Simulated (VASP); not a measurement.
Write the native input for VASP 6.6.1 that does the following.

- Task: single point
- Functional: PBE
- Potentials or basis: VASP PAW PBE potentials, release 64 (Si, C)
- Cutoff: 520 eV
- k mesh: 12 × 12 × 4
- Occupations: fermi-dirac, width 0.02 eV
- Spin: no spin polarisation
- Dipole correction: no
- Further INCAR settings: ALGO = Normal; EDIFF = 1e-07; NBANDS = 26

The structure of SiC lies in POSCAR:

```
SiC
1.0
    3.0160039324      0.0000000000      0.0000000000
   -1.5080019662      2.6119360233      0.0000000000
    0.0000000000      0.0000000000     10.1147403814
Si C
4 4
Direct
    0.0000000000      0.0000000000      0.0004988879
    0.3333333333      0.6666666667      0.2505128233
    0.0000000000      0.0000000000      0.5004988879
    0.6666666667      0.3333333333      0.7505128233
    0.0000000000      0.0000000000      0.1867146946
    0.3333333333      0.6666666667      0.4372735942
    0.0000000000      0.0000000000      0.6867146946
    0.6666666667      0.3333333333      0.9372735942
```

This cell differs from its parent crystal: epitaxial xy strain -2.0%.

These files were run (other wordings do the same):

INCAR

```
PREC = Accurate
ENCUT = 520
EDIFF = 1E-7
ISMEAR = -1
SIGMA = 0.02
LREAL = F
LASPH = T
NELM = 100
ALGO = Normal
ISIF = 2
LWAVE = F
LCHARG = F
GGA = PE
NBANDS = 26
```

KPOINTS

```
Automatic mesh
0
Gamma
  12 12 4
```

Potentials or basis: VASP PAW PBE potentials, release 64 (Si, C).

The run is started by

```console
$ cat potpaw_PBE.64/Si/POTCAR potpaw_PBE.64/C/POTCAR > POTCAR
$ mpirun -np 1 vasp_std > vasp.out
```

Results of the run:

```
Pressure               : 12.4 GPa
Largest force          : 0.033 eV/Å
Band gap on the k mesh : 2.06 eV, indirect (least direct gap 3.26 eV)
```

Caveat: the cell differs from its parent crystal (epitaxial xy strain -2.0%).

Run time: 52 s on 1 thread of Intel(R) Xeon(R) 6975P-C (Granite Rapids) (shared host), peak memory 0.24 GiB.
